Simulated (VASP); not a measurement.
Runs of VASP 6.6.1 on Au. The structure is that of space group P6_3/mmc (No. 194), or close to it. The cells are those of the table. 

| cell | further INCAR settings | gap on the mesh (eV) | pressure (GPa) |
| --- | --- | --- | --- |
| a = 2.946, b = 2.946, c = 4.532 Å, angles 90.0, 90.0, 120.0°, 2 atoms | ALGO = Fast; EDIFF = 1e-06; NBANDS = 18 | none | (b) |
| a = 2.776, b = 2.776, c = 5.105 Å, angles 90.0, 90.0, 120.0°, 2 atoms | ALGO = Fast; EDIFF = 1e-06; NBANDS = 18 | none | 2.4 |
| a = 2.696, b = 2.696, c = 5.410 Å, angles 90.0, 90.0, 120.0°, 2 atoms | ALGO = Fast; EDIFF = 1e-07; NBANDS = 18 | none | 8.8 |
| a = 2.819, b = 2.819, c = 4.949 Å, angles 90.0, 90.0, 120.0°, 2 atoms | ALGO = Fast; EDIFF = 1e-07; NBANDS = 18 | none | 0.4 |
| a = 2.625, b = 2.625, c = 5.706 Å, angles 90.0, 90.0, 120.0°, 2 atoms | ALGO = Fast; EDIFF = 1e-06; NBANDS = 18 | none | (a) |

Alike in all rows: task single point; level PBEsol; potentials or basis VASP PAW PBE potentials, release 64 (Au); no spin polarisation; k mesh 24 × 24 × 14; cutoff (eV) 520; smearing gaussian 0.15 eV.

Q: Fill in the values left out.

A: (a) 19.0; (b) 0.7.

Caveats: the PAW data sets were made with another functional, which shifts forces and pressure a little; spin-orbit coupling is left out, which moves the levels of the heavy elements.

A k mesh can miss the band edges, and the runs leave out spin-orbit coupling on Au.

A gap of «none» marks levels without a gap at the run's occupations.
